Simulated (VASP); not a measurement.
A run of VASP 6.6.1 is set up as follows.

INCAR

```
PREC = Accurate ; ENCUT = 520
EDIFF = 1E-6 ; ISMEAR = 0
SIGMA = 0.1 ; LREAL = F
LASPH = T ; NELM = 60
ALGO = Normal ; ISIF = 2
LWAVE = F ; LCHARG = F
NBANDS = 14
```

Contents of KPOINTS:

```
Automatic mesh
0
Gamma
  9 9 4
```

File POSCAR:

```
Re
1.0
    2.7608000000      0.0000000000      0.0000000000
   -1.3804000000      2.3909229348      0.0000000000
    0.0000000000      0.0000000000      4.4582000000
Re
2
Direct
    0.3333333333      0.6666666667      0.2500000000
    0.6666666667      0.3333333333      0.7500000000
```

Potentials or basis: VASP PAW LDA potentials, release 64 (Re).

Launch:

```sh
$ cat potpaw_LDA.64/Re/POTCAR > POTCAR
$ mpirun -np 1 vasp_std > vasp.out
```

(1) Predict the band gap on the k mesh.

(2) Estimate the pressure.

Results:

(1) zero (band 7 reaches 9.00 eV, above the bottom of band 8 at 6.12 eV).

(2) -8.9 GPa.

Caveat: spin-orbit coupling is left out, which moves the levels of the heavy elements.
